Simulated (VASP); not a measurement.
# Hg (P6/mmm) in VASP: further runs, part 2 of 2

VASP 6.6.1. The steps go on from the part before.

## 5. Single point, PBEsol

Contents of INCAR:

```
PREC     = Accurate       # precision mode
ENCUT    = 520            # plane-wave cutoff, eV
EDIFF    = 1E-6           # SCF threshold, eV
ISMEAR   = 1              # smearing method
SIGMA    = 0.1            # smearing width, eV
LREAL    = False          # projectors in reciprocal space
LASPH    = True           # aspherical terms in the spheres
NELM     = 100            # most SCF steps
ALGO     = Normal         # electronic algorithm
ISIF     = 2              # what is computed and relaxed
LWAVE    = False          # write WAVECAR
LCHARG   = True           # write CHGCAR
GGA      = PS             # functional
LELF     = True           # ELF
LVHAR    = True         
NBANDS   = 25             # bands
```

Contents of KPOINTS:

```
Automatic mesh
0
Gamma
  4 4 6
```

Contents of POSCAR:

```
Hg
1.0
    5.4666960000      0.0000000000      0.0000000000
   -2.7333480000      4.7342976108      0.0000000000
    0.0000000000      0.0000000000      3.1852180000
Hg
3
Direct
    0.3333333333      0.6666666667      0.5000000000
    0.6666666667      0.3333333333      0.5000000000
    0.0000000000      0.0000000000      0.0000000000
```

Command:

```sh
cat potpaw_PBE.64/Hg/POTCAR > POTCAR
mpirun -np 1 vasp_std > vasp.out
```

It took 22 s on 1 thread of Intel Xeon Platinum 8488C (Sapphire Rapids), shared host; peak memory 0.2 GiB.

The run converged. Its results:

```
Free energy            : -1.5482 eV
Pressure               : -2.3 GPa
Band gap on the k mesh : zero (band 18 reaches 3.52 eV, above the bottom of band 19 at 0.49 eV)
```

Stress tensor (GPa, compression positive):
```
-1.98  0.00  0.00
 0.00 -1.98  0.00
 0.00  0.00 -3.02
```

Levels at points of the mesh, in eV from the Fermi level:
```csv
k point,band 14,band 15,band 16,band 17,band 18,band 19,band 20,band 21,band 22,band 23
"(0.00, 0.00, 0.00)",-5.83,-5.41,-5.41,-1.21,-0.86,1.99,1.99,2.06,2.06,8.54
"(0.50, 0.00, 0.00)",-5.49,-5.40,-5.15,-4.99,-1.61,-0.74,5.84,5.85,7.85,7.87
"(0.00, 0.00, 0.50)",-5.52,-5.16,-2.89,-2.38,2.29,3.17,3.41,3.82,4.29,4.29
"(0.50, 0.00, 0.50)",-5.30,-5.29,-1.42,-1.40,-0.79,-0.03,2.20,2.67,3.45,5.27
```

Caveat: the PAW data sets were made with another functional, which shifts forces and pressure a little; spin-orbit coupling is left out, which moves the levels of the heavy elements.

## 6. Single point, PBEsol

Changes to INCAR since step 5:

```diff
@@ -2,3 +2,3 @@
 ENCUT    = 520            # plane-wave cutoff, eV
-EDIFF    = 1E-6           # SCF threshold, eV
+EDIFF    = 1E-7           # SCF threshold, eV
 ISMEAR   = 1              # smearing method
```

Contents of KPOINTS:

```
regular mesh
0
Gamma
  5 5 7
```

POSCAR is that of step 5.

Potentials or basis: VASP PAW PBE potentials, release 64 (Hg).

Command:

```sh
cat potpaw_PBE.64/Hg/POTCAR > POTCAR
mpirun -np 1 vasp_std > vasp.out
```

Run time: 28 s. Hardware: 1 thread of Intel Xeon Platinum 8488C (Sapphire Rapids), shared host; peak memory 0.2 GiB.

It converged, with:

- Free energy: -1.5753 eV
- Pressure: -2.7 GPa
- Band gap on the k mesh: zero (band 18 reaches 2.83 eV, above the bottom of band 19 at 0.62 eV)

Stress tensor (GPa, compression positive):
```
-2.70  0.00  0.00
 0.00 -2.70  0.00
 0.00  0.00 -2.62
```

Levels at points of the mesh, in eV from the Fermi level:
| k point | band 14 | band 15 | band 16 | band 17 | band 18 | band 19 | band 20 | band 21 | band 22 | band 23 |
| --- | --- | --- | --- | --- | --- | --- | --- | --- | --- | --- |
| (0.00, 0.00, 0.00) | -5.81 | -5.38 | -5.38 | -1.17 | -0.85 | 2.01 | 2.01 | 2.09 | 2.09 | 8.56 |

Caveat: the PAW data sets were made with another functional, which shifts forces and pressure a little; spin-orbit coupling is left out, which moves the levels of the heavy elements.

## 7. Single point, PBEsol

Contents of INCAR:

```
PREC     = Accurate       # precision mode
ENCUT    = 520            # plane-wave cutoff, eV
EDIFF    = 1E-6           # SCF threshold, eV
ISMEAR   = 1              # smearing method
SIGMA    = 0.1            # smearing width, eV
LREAL    = F              # projectors in reciprocal space
LASPH    = T              # aspherical terms in the spheres
NELM     = 100            # most SCF steps
ALGO     = Normal         # electronic algorithm
ISIF     = 2              # what is computed and relaxed
LWAVE    = F              # write WAVECAR
LCHARG   = F              # write CHGCAR
GGA      = PS             # functional
NBANDS   = 25             # bands
```

Contents of KPOINTS:

```
regular mesh
0
Gamma
  6 6 9
```

POSCAR is that of step 6.

Potentials or basis: VASP PAW PBE potentials, release 64 (Hg).

Command:

```sh
cat potpaw_PBE.64/Hg/POTCAR > POTCAR
mpirun -np 1 vasp_std > vasp.out
```

OUTCAR:

```text
PREC = Accurate
   ENCUT = 520
   EDIFF = 1E-6
   ISMEAR = 1
   LREAL = F
   LASPH = T
   NELM = 100
   ISIF = 2
   GGA = PS

 ion  position               nearest neighbor table
   1  0.333  0.667  0.500-   2 3.16   2 3.16   2 3.16   3 3.54   3 3.54   3 3.54   3 3.54   3 3.54
                             3 3.54
   2  0.667  0.333  0.500-   1 3.16   1 3.16   1 3.16   3 3.54   3 3.54   3 3.54   3 3.54   3 3.54
                             3 3.54
   3  0.000  0.000  0.000-   1 3.54   2 3.54   1 3.54   2 3.54   2 3.54   2 3.54   1 3.54   1 3.54
                             2 3.54   2 3.54   1 3.54   1 3.54

[... 871 lines left out ...]
  Direction    XX          YY          ZZ          XY          YZ          ZX
  --------------------------------------------------------------------------------------
  -------------------------------------------------------------------------------------
  Total       -1.3219026     -1.3219026     -1.6835870      0.0000000      0.0000000      0.0000000
  in kB      -25.6915548    -25.6915548    -32.7209959      0.0000000      0.0000000      0.0000000
  external PRESSURE =     -28.0347018 kB  Pullay stress =       0.0000000 kB

 VOLUME and BASIS-vectors are now :
 -----------------------------------------------------------------------------
  energy-cutoff  :      520.00
  volume of cell :       82.44
      direct lattice vectors                 reciprocal lattice vectors
     5.466696000  0.000000000  0.000000000     0.182925848  0.105612287  0.000000000
    -2.733348000  4.734297611  0.000000000     0.000000000  0.211224575  0.000000000
     0.000000000  0.000000000  3.185218000     0.000000000  0.000000000  0.313950254

 POSITION                                       TOTAL-FORCE (eV/Angst)
 -----------------------------------------------------------------------------------
     -0.00000      3.15620      1.59261         0.000000      0.000000     -0.000000
      2.73335      1.57810      1.59261        -0.000000      0.000000      0.000000
      0.00000      0.00000      0.00000        -0.000000      0.000000      0.000000
 -----------------------------------------------------------------------------------
    total drift:                               -0.000000      0.000000     -0.000000

  FREE ENERGIE OF THE ION-ELECTRON SYSTEM (eV)
  ---------------------------------------------------
  free  energy   TOTEN  =        -1.5875352080 eV

  energy  without entropy=       -1.5877558836  energy(sigma->0) =       -1.58760877
```

It took 44 s on 1 thread of Intel Xeon Platinum 8488C (Sapphire Rapids), shared host; peak memory 0.22 GiB.

Results:

```yaml
Free_energy: -1.5875 eV
Pressure: -2.8 GPa
Band_gap_on_the_k_mesh: zero (band 18 reaches 3.04 eV, above the bottom of band 19 at 0.49 eV)
```

Stress tensor (GPa, compression positive):
```
-2.57  0.00  0.00
 0.00 -2.57  0.00
 0.00  0.00 -3.27
```

Caveat: the PAW data sets were made with another functional, which shifts forces and pressure a little; spin-orbit coupling is left out, which moves the levels of the heavy elements.

## 8. Summary

```csv
k mesh,gap on the mesh (eV),pressure (GPa)
2 × 2 × 2,none,3.2
2 × 2 × 3,none,-3.7
3 × 3 × 4,none,-2.4
4 × 4 × 6,none,-2.3
5 × 5 × 7,none,-2.7
6 × 6 × 9,none,-2.8
```

Alike in all rows: task single point; level PBEsol; potentials or basis VASP PAW PBE potentials, release 64 (Hg); no spin polarisation; cell as given; cutoff (eV) 520; smearing methfessel-paxton 0.1 eV.

Caveats: some runs use coarse meshes; the PAW data sets were made with another functional, which shifts forces and pressure a little; spin-orbit coupling is left out, which moves the levels of the heavy elements.

Absolute energies hang on the potentials; compare differences alone.
